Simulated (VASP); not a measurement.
# Rb (Im-3m) in VASP: further runs

The runs below take Rb through single point, with PBE.

Program: VASP 6.6.1. These are calculated values, not measurements. Logs are shortened: lines on timing, memory, paths and dates and some standing lists are left out, and cuts for length are marked.

## (1) The cell of the first run

It takes space group Im-3m (No. 229, cubic). Conventional cell: a = 5.590 Å, b = 5.590 Å, c = 5.590 Å, α = 90.00°, β = 90.00°, γ = 90.00°.

## (2) Single point, PBE

INCAR

```
PREC = Accurate
ENCUT = 520
EDIFF = 1E-6
ISMEAR = 0
SIGMA = 0.05
LREAL = F
LASPH = T
NELM = 60
ALGO = Fast
ISIF = 2
LWAVE = F
LCHARG = F
GGA = PE
NBANDS = 10
```

KPOINTS

```
regular mesh
0
Gamma
  10 10 10
```

POSCAR

```
Rb
1.0
   -2.7950000000      2.7950000000      2.7950000000
    2.7950000000     -2.7950000000      2.7950000000
    2.7950000000      2.7950000000     -2.7950000000
Rb
1
Direct
    0.0000000000      0.0000000000      0.0000000000
```

Potentials or basis: VASP PAW PBE potentials, release 64 (Rb_sv).

Run with:

```sh
cat potpaw_PBE.64/Rb_sv/POTCAR > POTCAR
mpirun -np 1 vasp_std > vasp.out
```

OUTCAR:

```text
PREC = Accurate
   ENCUT = 520
   EDIFF = 1E-6
   ISMEAR = 0
   LREAL = F
   LASPH = T
   NELM = 60
   ISIF = 2
   GGA = PE

 ion  position               nearest neighbor table
   1  0.000  0.000  0.000-

  LATTYP: Found a body centered cubic cell.
 ALAT       =     5.5900000000

  Lattice vectors:

 A1 = (  -2.7950000000,   2.7950000000,   2.7950000000)
 A2 = (   2.7950000000,  -2.7950000000,   2.7950000000)
 A3 = (   2.7950000000,   2.7950000000,  -2.7950000000)

Analysis of symmetry for initial positions (statically):
=====================================================================
 Subroutine PRICEL returns:
 Original cell was already a primitive cell.

 Routine SETGRP: Setting up the symmetry group for a
 body centered cubic supercell.

 Subroutine GETGRP returns: Found 48 space group operations
 (whereof 48 operations were pure point group operations)
 out of a pool of 48 trial point group operations.

The static configuration has the point symmetry O_h .

Analysis of symmetry for dynamics (positions and initial velocities):
=====================================================================
 Subroutine PRICEL returns:
 Original cell was already a primitive cell.

 Routine SETGRP: Setting up the symmetry group for a
 body centered cubic supercell.

 Subroutine GETGRP returns: Found 48 space group operations
 (whereof 48 operations were pure point group operations)
 out of a pool of 48 trial point group operations.

The dynamic configuration has the point symmetry O_h .

 Subroutine INISYM returns: Found 48 space group operations
 (whereof 48 operations are pure point group operations),
 and found     1 'primitive' translations

----------------------------------------------------------------------------------------

                                     Primitive cell

  volume of cell :      87.3384

  direct lattice vectors                    reciprocal lattice vectors
    -2.795000000  2.795000000  2.795000000     0.000000000  0.178890877  0.178890877
     2.795000000 -2.795000000  2.795000000     0.178890877  0.000000000  0.178890877
     2.795000000  2.795000000 -2.795000000     0.178890877  0.178890877  0.000000000

  length of vectors
     4.841082007  4.841082007  4.841082007     0.252989904  0.252989904  0.252989904

  position of ions in fractional coordinates (direct lattice)
     0.000000000  0.000000000  0.000000000

  ion indices of the primitive-cell ions
   primitive index   ion index
                 1           1

----------------------------------------------------------------------------------------

 KPOINTS: regular mesh

Automatic generation of k-mesh.
 Grid dimensions read from file:
 generate k-points for:   10   10   10

 Generating k-lattice:

  Cartesian coordinates                     Fractional coordinates (reciprocal lattice)
     0.000000000  0.017889088  0.017889088     0.100000000  0.000000000  0.000000000
     0.017889088  0.000000000  0.017889088     0.000000000  0.100000000  0.000000000
     0.017889088  0.017889088  0.000000000     0.000000000  0.000000000  0.100000000

  Length of vectors
     0.025298990  0.025298990  0.025298990

  Shift w.r.t. Gamma in fractional coordinates (k-lattice)
     0.000000000  0.000000000  0.000000000

 Subroutine IBZKPT returns following result:
 ===========================================

 Found     47 irreducible k-points:

 Following reciprocal coordinates:
            Coordinates               Weight
  0.000000  0.000000  0.000000      1.000000
  0.100000  0.000000  0.000000     12.000000
  0.200000  0.000000  0.000000     12.000000
  0.300000  0.000000  0.000000     12.000000
  0.400000  0.000000  0.000000     12.000000
  0.500000  0.000000  0.000000      6.000000
[... 16 lines left out ...]
  0.300000  0.300000  0.100000      8.000000
 -0.300000  0.300000  0.100000     24.000000
 [... further k-points ...]
   k-points           NKPTS =     47   k-points in BZ     NKDIM =     47   number of bands    NBANDS=     10
   number of dos      NEDOS =    301   number of ions     NIONS =      1
   total plane-waves  NPLWV =  46656
   dimension x,y,z NGX =    36 NGY =   36 NGZ =   36
   dimension x,y,z NGXF=    72 NGYF=   72 NGZF=   72
   ions per type =               1
   NGX,Y,Z   is equivalent  to a cutoff of  12.36, 12.36, 12.36 a.u.
   NGXF,Y,Z  is equivalent  to a cutoff of  24.73, 24.73, 24.73 a.u.
 SYSTEM =  unknown system
   PREC   = accura    normal or accurate (medium, high low for compatibility)
   ISTART =      0    job   : 0-new  1-cont  2-samecut
   ICHARG =      2    charge: 1-file 2-atom 10-const
   ISPIN  =      1    spin polarized calculation?
   LNONCOLLINEAR =      F non collinear calculations
   LSORBIT =      F    spin-orbit coupling
   LASPH  =      T    aspherical Exc in radial PAW
   ENCUT  =  520.0 eV  38.22 Ry    6.18 a.u.   9.00  9.00  9.00*2*pi/ulx,y,z
   NELM   =     60;   NELMIN=  2; NELMDL= -5     # of ELM steps
   EDIFF  = 0.1E-05   stopping-criterion for ELM
   LREAL  =      F    real-space projection
   EDIFFG = 0.1E-04   stopping-criterion for IOM
   NSW    =      0    number of steps for IOM
   IBRION =     -1    ionic relax: 0-MD 1-quasi-New 2-CG
   NFREE  =      0    steps in history (QN), initial steepest desc. (CG)
   ISIF   =      2    stress and relaxation
   ISYM   =      2    0-nonsym 1-usesym 2-fastsym
   POTIM  = 0.5000    time-step for ionic-motion
   TEBEG  =    0.0;   TEEND  =   0.0 temperature during run
   PSTRESS=    0.0 pullay stress
   NELECT =       9.0000    total number of electrons
   NUPDOWN=      -1.0000    fix difference up-down
   EMIN   =  10.00;   EMAX   =-10.00  energy-range for DOS
   EFERMI =   0.00;   METHOD = LEGACY
   ISMEAR =     0;   SIGMA  =   0.05  broadening in eV -4-tet -1-fermi 0-gaus
   EFERMI_NEDOS =   21; number of points for ismear=-14 and -15
   IALGO  =     68    algorithm
   IMIX   =      4    mixing-type and parameters
     AMIX     =   0.40;   BMIX     =  1.00
     AMIX_MAG =   1.60;   BMIX_MAG =  1.00
  volume/ion in A,a.u.               =      87.34       589.39
  Fermi-wavevector in a.u.,A,eV,Ry     =   0.767516  1.450394  8.014922  0.589080
  Thomas-Fermi vector in A             =   1.868089
   LORBIT       =      0    0 simple, 1 ext, 2 COOP (PROOUT), +10 PAW based schemes
   GGA     = PE    functional components
   LHFCALC =     F    Hartree Fock is set to
   AEXX    =    0.0000 exact exchange contribution
   IVDW    =     0    specifies the selected vdW correction
   LEPSILON=     F    determine dielectric tensor
   LRPA    =     F    only Hartree local field effects (RPA)
 non-spin polarized calculation
 RMM-DIIS sequential band-by-band and
 Gauss-broadening in eV      SIGMA  =   0.05
  energy-cutoff  :      520.00
  volume of cell :       87.34
 maximum number of plane-waves:      2384
   NGX = 19   NGY = 19   NGZ = 19

 number of electron       9.0000000 magnetization

 Free energy of the ion-electron system (eV)
  ---------------------------------------------------
  ext. energy  EPLUGINS =         0.00000000
  ---------------------------------------------------
  free energy    TOTEN  =        -0.93173379 eV

  energy without entropy =       -0.92965224  energy(sigma->0) =       -0.93069302

 E-fermi :   0.1116     XC(G=0):  -5.5664

 val. band max:        0.1074828520   @ k =  -0.3000   0.4000   0.2000
 cond. band min:       0.1908100784   @ k =  -0.4000   0.4000   0.2000
 fundamental gap:      0.0833272264
 Fermi energy:         0.1115888151

 k-point     1 :       0.0000    0.0000    0.0000
  band No.  band energies     occupation
      1     -28.7763      2.00000
      2     -12.8143      2.00000
      3     -12.8143      2.00000
      4     -12.8143      2.00000
      5      -1.9212      2.00000
      6       3.8229      0.00000
      7       3.8229      0.00000
      8       3.8229      0.00000
      9       4.7846      0.00000
     10       4.7846      0.00000

 k-point     2 :       0.1000    0.0000    0.0000
  band No.  band energies     occupation
      1     -28.7759      2.00000
      2     -12.8251      2.00000
      3     -12.8178      2.00000
      4     -12.8143      2.00000
      5      -1.7987      2.00000
      6       3.6283      0.00000
      7       3.6560      0.00000
      8       3.9373      0.00000
      9       4.5609      0.00000
     10       4.7400      0.00000

 k-point     3 :       0.2000    0.0000    0.0000
  band No.  band energies     occupation
      1     -28.7746      2.00000
      2     -12.8531      2.00000
      3     -12.8270      2.00000
      4     -12.8143      2.00000
      5      -1.4431      2.00000
      6       2.9767      0.00000
      7       3.3118      0.00000
      8       4.2750      0.00000
      9       4.5444      0.00000
     10       4.6913      0.00000

 k-point     4 :       0.3000    0.0000    0.0000
  band No.  band energies     occupation
      1     -28.7730      2.00000
      2     -12.8871      2.00000
      3     -12.8383      2.00000
      4     -12.8143      2.00000
      5      -0.8902      2.00000
      6       2.2080      0.00000
      7       2.9879      0.00000
      8       4.6497      0.00000
      9       4.7548      0.00000
     10       4.8199      0.00000

 k-point     5 :       0.4000    0.0000    0.0000
  band No.  band energies     occupation
      1     -28.7717      2.00000
      2     -12.9142      2.00000
      3     -12.8474      2.00000
      4     -12.8143      2.00000
      5      -0.2070      2.00000
      6       1.4618      0.00000
      7       2.7727      0.00000
      8       4.5608      0.00000
      9       4.9857      0.00000
     10       5.5819      0.00000

 k-point     6 :       0.5000    0.0000    0.0000
  band No.  band energies     occupation
      1     -28.7712      2.00000
      2     -12.9244      2.00000
      3     -12.8508      2.00000
      4     -12.8143      2.00000
      5       0.3356      0.00000
      6       0.9158      0.00000
      7       2.6983      0.00000
      8       4.4467      0.00000
      9       5.3794      0.00000
     10       5.4238      0.00000
[... 183 lines left out ...]
 k-point    21 :       0.3000    0.2000    0.1000
  band No.  band energies     occupation
      1     -28.7711      2.00000
      2     -12.9012      2.00000
      3     -12.8631      2.00000
      4     -12.8336      2.00000
      5       0.6358      0.00000
      6       1.3486      0.00000
      7       1.9197      0.00000
      8       3.7558      0.00000
      9       5.2314      0.00000
     10       5.4563      0.00000

 k-point    22 :      -0.2000    0.2000    0.1000
  band No.  band energies     occupation
      1     -28.7741      2.00000
      2     -12.8530      2.00000
      3     -12.8307      2.00000
      4     -12.8229      2.00000
      5      -1.3267      2.00000
      6       3.0081      0.00000
      7       3.3222      0.00000
      8       3.8435      0.00000
      9       4.2725      0.00000
     10       5.1938      0.00000

 k-point    23 :       0.3000    0.3000    0.1000
  band No.  band energies     occupation
      1     -28.7709      2.00000
      2     -12.8833      2.00000
      3     -12.8833      2.00000
      4     -12.8371      2.00000
      5       1.2611      0.00000
      6       1.2611      0.00000
      7       1.4108      0.00000
      8       3.5008      0.00000
      9       5.3475      0.00000
     10       5.3475      0.00000

 k-point    24 :      -0.3000    0.3000    0.1000
  band No.  band energies     occupation
      1     -28.7726      2.00000
      2     -12.8856      2.00000
      3     -12.8421      2.00000
      4     -12.8226      2.00000
      5      -0.7803      2.00000
      6       2.2396      0.00000
      7       3.0336      0.00000
      8       3.9167      0.00000
      9       4.8060      0.00000
     10       5.2327      0.00000

 [... further k-points ...]

------------------------ aborting loop because EDIFF is reached ----------------------------------------

  FORCE on cell =-STRESS in cart. coord.  units (eV):
  Direction    XX          YY          ZZ          XY          YZ          ZX
  --------------------------------------------------------------------------------------
  -------------------------------------------------------------------------------------
  Total        0.0725839      0.0725839      0.0725839     -0.0000000      0.0000000      0.0000000
  in kB        1.3315140      1.3315140      1.3315140     -0.0000000      0.0000000      0.0000000
  external PRESSURE =       1.3315140 kB  Pullay stress =       0.0000000 kB

 VOLUME and BASIS-vectors are now :
 -----------------------------------------------------------------------------
  energy-cutoff  :      520.00
  volume of cell :       87.34
      direct lattice vectors                 reciprocal lattice vectors
    -2.795000000  2.795000000  2.795000000     0.000000000  0.178890877  0.178890877
     2.795000000 -2.795000000  2.795000000     0.178890877  0.000000000  0.178890877
     2.795000000  2.795000000 -2.795000000     0.178890877  0.178890877  0.000000000

 POSITION                                       TOTAL-FORCE (eV/Angst)
 -----------------------------------------------------------------------------------
      0.00000      0.00000      0.00000        -0.000000     -0.000000     -0.000000
 -----------------------------------------------------------------------------------
    total drift:                               -0.000000      0.000000      0.000000

  FREE ENERGIE OF THE ION-ELECTRON SYSTEM (eV)
  ---------------------------------------------------
  free  energy   TOTEN  =        -0.9317337901 eV

  energy  without entropy=       -0.9296522412  energy(sigma->0) =       -0.93069302
```

Wall time 20 s (1 thread of Intel Xeon Platinum 8488C (Sapphire Rapids), shared host); peak memory 0.21 GiB.

What came out:

- Free energy: -0.9317 eV
- Pressure: 0.1 GPa

## (3) Single point, PBE

This run uses another cell than the first one, of 87.69 Å³/atom, 1.004 times its volume.

INCAR

```
SYSTEM = Rb
PREC     = Accurate       ! precision mode
ENCUT    = 520            ! plane-wave cutoff, eV
EDIFF    = 1E-6           ! SCF threshold, eV
ISMEAR   = 0              ! smearing method
SIGMA    = 0.05           ! smearing width, eV
LREAL    = .False.        ! projectors in reciprocal space
LASPH    = .True.         ! aspherical terms in the spheres
NELM     = 100            ! most SCF steps
ALGO     = Fast           ! electronic algorithm
ISIF     = 2              ! what is computed and relaxed
LWAVE    = .False.        ! write WAVECAR
LCHARG   = .False.        ! write CHGCAR
GGA      = PE             ! functional
NBANDS   = 10             ! bands
```

KPOINTS

```
regular mesh
0
Gamma
  10 10 10
  0 0 0
```

POSCAR

```
Rb
1.0
   -2.7987217088      2.7987217088      2.7987217088
    2.7987217088     -2.7987217088      2.7987217088
    2.7987217088      2.7987217088     -2.7987217088
Rb
1
Direct
    0.0000000000      0.0000000000      0.0000000000
```

Potentials or basis: VASP PAW PBE potentials, release 64 (Rb_sv).

Run with:

```sh
cat potpaw_PBE.64/Rb_sv/POTCAR > POTCAR
mpirun -np 1 vasp_std > vasp.out
```

Run time: 22 s. Hardware: 1 thread of Intel Xeon Platinum 8488C (Sapphire Rapids), shared host; peak memory 0.21 GiB.

It converged, with:

* Free energy: -0.9320 eV
* Pressure: 0.1 GPa

Levels at points of the mesh, in eV from the Fermi level:
```
           k point  band 1  band 2  band 3  band 4  band 5  band 6  band 7  band 8  band 9  band 10
(0.00, 0.00, 0.00)  -28.89  -12.93  -12.93  -12.93   -2.03    3.71    3.71    3.71    4.67     4.67
(0.50, 0.00, 0.00)  -28.88  -13.04  -12.96  -12.93    0.23    0.80    2.59    4.33    5.26     5.30
(0.50, 0.50, 0.50)  -28.88  -13.01  -13.01  -13.01    1.23    1.23    3.34    3.34    3.34     5.00
```

(Part 1 of 2 ends here.)
